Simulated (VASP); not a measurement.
# Pt (P6_3/mmc) in VASP: further runs

Runs on Pt. Level: LDA. Tasks: single point.

All numbers are computed with VASP 6.6.1; they aren't measurements. Logs are shortened: lines on timing, memory, paths and dates and some standing lists are left out, and cuts for length are marked.

## Step 1: The cell of the first run

Symmetry: P6_3/mmc, No. 194, hexagonal system. Conventional cell: a = 2.692 Å, b = 2.692 Å, c = 4.655 Å, α = 90.00°, β = 90.00°, γ = 120.00°. Pt (site symmetry -6m2) has 12 Pt at 2.69 to 2.80 Å within 3.5 Å.

## Step 2: Single point, LDA

INCAR reads:

```
SYSTEM = Pt
  PREC = Accurate
  ENCUT = 500
  EDIFF = 1E-6
  ISMEAR = 1
  SIGMA = 0.1
  LREAL = .FALSE.
  LASPH = .TRUE.
  NELM = 120
  ALGO = Normal
  ISIF = 2
  LWAVE = .FALSE.
  LCHARG = .FALSE.
  GGA = CA
  NBANDS = 17
  GGA_COMPAT = .FALSE.
```

KPOINTS reads:

```
regular mesh
0
G
  9 9 5
  0 0 0
```

POSCAR reads:

```
Pt
1.0
    2.6922897960      0.0000000000      0.0000000000
   -1.3461448980      2.3315913577      0.0000000000
    0.0000000000      0.0000000000      4.6547914120
Pt
2
Direct
    0.6666666667      0.3333333333      0.7500000000
    0.3333333333      0.6666666667      0.2500000000
```

Potentials or basis: VASP PAW LDA potentials, release 64 (Pt).

Launch:

```
cat potpaw_LDA.64/Pt/POTCAR > POTCAR
mpirun -np 1 vasp_std > vasp.out
```

OUTCAR:

```text
SYSTEM = Pt
   PREC = Accurate
   ENCUT = 500
   EDIFF = 1E-6
   ISMEAR = 1
   LREAL = .FALSE.
   LASPH = .TRUE.
   NELM = 120
   ISIF = 2
   GGA = CA

 ion  position               nearest neighbor table
   1  0.667  0.333  0.750-   2 2.80   2 2.80   2 2.80   2 2.80   2 2.80   2 2.80
   2  0.333  0.667  0.250-   1 2.80   1 2.80   1 2.80   1 2.80   1 2.80   1 2.80

  LATTYP: Found a hexagonal cell.
 ALAT       =     2.6922897960
 C/A-ratio  =     1.7289340170

  Lattice vectors:

 A1 = (   2.6922897960,   0.0000000000,   0.0000000000)
 A2 = (  -1.3461448980,   2.3315913577,   0.0000000000)
 A3 = (   0.0000000000,   0.0000000000,   4.6547914120)

Analysis of symmetry for initial positions (statically):
=====================================================================
 Subroutine PRICEL returns:
 Original cell was already a primitive cell.

 Routine SETGRP: Setting up the symmetry group for a
 hexagonal supercell.

 Subroutine GETGRP returns: Found 24 space group operations
 (whereof 12 operations were pure point group operations)
 out of a pool of 24 trial point group operations.

The static configuration has the point symmetry D_3d.
 The point group associated with its full space group is D_6h.

Analysis of symmetry for dynamics (positions and initial velocities):
=====================================================================
 Subroutine PRICEL returns:
 Original cell was already a primitive cell.

 Routine SETGRP: Setting up the symmetry group for a
 hexagonal supercell.

 Subroutine GETGRP returns: Found 24 space group operations
 (whereof 12 operations were pure point group operations)
 out of a pool of 24 trial point group operations.

The dynamic configuration has the point symmetry D_3d.
 The point group associated with its full space group is D_6h.

 Subroutine INISYM returns: Found 24 space group operations
 (whereof 12 operations are pure point group operations),
 and found     1 'primitive' translations

----------------------------------------------------------------------------------------

                                     Primitive cell

  volume of cell :      29.2196

  direct lattice vectors                    reciprocal lattice vectors
     2.692289796  0.000000000  0.000000000     0.371431040  0.214445811  0.000000000
    -1.346144898  2.331591358  0.000000000     0.000000000  0.428891622  0.000000000
     0.000000000  0.000000000  4.654791412     0.000000000  0.000000000  0.214832398
[... 83 lines left out ...]
   NELM   =    120;   NELMIN=  2; NELMDL= -5     # of ELM steps
   EDIFF  = 0.1E-05   stopping-criterion for ELM
   LREAL  =      F    real-space projection
   EDIFFG = 0.1E-04   stopping-criterion for IOM
   NSW    =      0    number of steps for IOM
   IBRION =     -1    ionic relax: 0-MD 1-quasi-New 2-CG
   NFREE  =      0    steps in history (QN), initial steepest desc. (CG)
   ISIF   =      2    stress and relaxation
   ISYM   =      2    0-nonsym 1-usesym 2-fastsym
   POTIM  = 0.5000    time-step for ionic-motion
   TEBEG  =    0.0;   TEEND  =   0.0 temperature during run
   PSTRESS=    0.0 pullay stress
   NELECT =      20.0000    total number of electrons
   NUPDOWN=      -1.0000    fix difference up-down
   EMIN   =  10.00;   EMAX   =-10.00  energy-range for DOS
   EFERMI =   0.00;   METHOD = LEGACY
   ISMEAR =     1;   SIGMA  =   0.10  broadening in eV -4-tet -1-fermi 0-gaus
   EFERMI_NEDOS =   21; number of points for ismear=-14 and -15
   IALGO  =     38    algorithm
   IMIX   =      4    mixing-type and parameters
     AMIX     =   0.40;   BMIX     =  1.00
     AMIX_MAG =   1.60;   BMIX_MAG =  1.00
  volume/ion in A,a.u.               =      14.61        98.59
  Fermi-wavevector in a.u.,A,eV,Ry     =   1.442758  2.726416 28.321196  2.081549
  Thomas-Fermi vector in A             =   2.561242
   LORBIT       =      0    0 simple, 1 ext, 2 COOP (PROOUT), +10 PAW based schemes
   GGA     = CA    functional components
   LHFCALC =     F    Hartree Fock is set to
   AEXX    =    0.0000 exact exchange contribution
   IVDW    =     0    specifies the selected vdW correction
   LEPSILON=     F    determine dielectric tensor
   LRPA    =     F    only Hartree local field effects (RPA)
 non-spin polarized calculation
 Methfessel and Paxton  Order N= 1 SIGMA  =   0.10
  energy-cutoff  :      500.00
  volume of cell :       29.22
 maximum number of plane-waves:       765
 NGX is ok and might be reduce to    20
   NGX =  9   NGY =  9   NGZ = 17

 number of electron      20.0000001 magnetization

 Free energy of the ion-electron system (eV)
  ---------------------------------------------------
  ext. energy  EPLUGINS =         0.00000000
  ---------------------------------------------------
  free energy    TOTEN  =       -14.91571918 eV

  energy without entropy =      -14.91560240  energy(sigma->0) =      -14.91568025

 E-fermi :  11.7879     XC(G=0): -13.8676

 val. band max:       11.7874354835   @ k =   0.4444  -0.0000   0.0000
 cond. band min:      11.8136911890   @ k =   0.3333   0.1111   0.2000
 fundamental gap:      0.0262557055
 Fermi energy:        11.7878667334

 k-point     1 :       0.0000    0.0000    0.0000
  band No.  band energies     occupation
      1       1.1589      2.00000
      2       3.8686      2.00000
      3       7.2615      2.00000
      4       7.8527      2.00000
      5       7.8527      2.00000
      6       8.2796      2.00000
[... 457 lines left out ...]
      4       6.9130      2.00000
      5       7.5911      2.00000
      6       7.5911      2.00000
[... 9 lines left out ...]
     16      23.3922      0.00000
     17      27.5300      0.00000

 [... further k-points ...]

------------------------ aborting loop because EDIFF is reached ----------------------------------------

  FORCE on cell =-STRESS in cart. coord.  units (eV):
  Direction    XX          YY          ZZ          XY          YZ          ZX
  --------------------------------------------------------------------------------------
  -------------------------------------------------------------------------------------
  Total        1.0925845      1.0925845      0.9048130      0.0000000      0.0000000      0.0000000
  in kB       59.9088748     59.9088748     49.6129385      0.0000000      0.0000000      0.0000000
  external PRESSURE =      56.4768961 kB  Pullay stress =       0.0000000 kB

 VOLUME and BASIS-vectors are now :
 -----------------------------------------------------------------------------
  energy-cutoff  :      500.00
  volume of cell :       29.22
      direct lattice vectors                 reciprocal lattice vectors
     2.692289796  0.000000000  0.000000000     0.371431040  0.214445811  0.000000000
    -1.346144898  2.331591358  0.000000000     0.000000000  0.428891622  0.000000000
     0.000000000  0.000000000  4.654791412     0.000000000  0.000000000  0.214832398

 POSITION                                       TOTAL-FORCE (eV/Angst)
 -----------------------------------------------------------------------------------
      1.34614      0.77720      3.49109        -0.000000      0.000000      0.000000
     -0.00000      1.55439      1.16370         0.000000      0.000000      0.000000
 -----------------------------------------------------------------------------------
    total drift:                               -0.000000      0.000000     -0.000000

  FREE ENERGIE OF THE ION-ELECTRON SYSTEM (eV)
  ---------------------------------------------------
  free  energy   TOTEN  =       -14.9157191790 eV

  energy  without entropy=      -14.9156023955  energy(sigma->0) =      -14.91568025
```

It took 11 s on 1 thread of Intel Xeon Platinum 8488C (Sapphire Rapids), shared host; peak memory 0.13 GiB.

What came out:

* Free energy: -14.9157 eV
* Pressure: 5.6 GPa
* Band gap on the k mesh: zero (band 10 reaches 12.16 eV, above the bottom of band 11 at 10.99 eV)

Caveat: spin-orbit coupling is left out, which moves the levels of the heavy elements.

## Step 3: Single point, LDA

This run uses another cell than the first one, of 14.83 Å³/atom, 1.015 times its volume.

INCAR reads:

```
PREC = Accurate ; ENCUT = 500
EDIFF = 1E-6 ; ISMEAR = 1
SIGMA = 0.1 ; LREAL = False
LASPH = True ; NELM = 120
ALGO = Normal ; ISIF = 2
LWAVE = False ; LCHARG = True
LELF = True ; LVHAR = True
NBANDS = 17 ; GGA_COMPAT = False
```

KPOINTS reads:

```
regular mesh
0
Gamma
  9 9 5
```

POSCAR reads:

```
Pt
1.0
    2.7058874499      0.0000000000      0.0000000000
   -1.3529437250      2.3433672714      0.0000000000
    0.0000000000      0.0000000000      4.6783008583
Pt
2
Direct
    0.6666666667      0.3333333333      0.7500000000
    0.3333333333      0.6666666667      0.2500000000
```

Potentials or basis: VASP PAW LDA potentials, release 64 (Pt).

Launch:

```
cat potpaw_LDA.64/Pt/POTCAR > POTCAR
mpirun -np 1 vasp_std > vasp.out
```

It took 10 s on 1 thread of Intel Xeon Platinum 8488C (Sapphire Rapids), shared host; peak memory 0.13 GiB.

It converged, with:

- Free energy: -14.9250 eV
- Pressure: 0.8 GPa
- Band gap on the k mesh: zero (band 10 reaches 11.84 eV, above the bottom of band 11 at 10.70 eV)

Stress tensor (GPa, compression positive):
```
0.92 0.00 0.00
0.00 0.92 0.00
0.00 0.00 0.59
```

Levels at points of the mesh, in eV from the Fermi level:
```
           k point  band 6  band 7  band 8  band 9  band 10  band 11  band 12  band 13  band 14  band 15
(0.00, 0.00, 0.00)   -3.42   -3.42   -2.07   -2.07    -1.03    -0.28    -0.28     5.08    14.93    15.64
```

Caveat: spin-orbit coupling is left out, which moves the levels of the heavy elements.
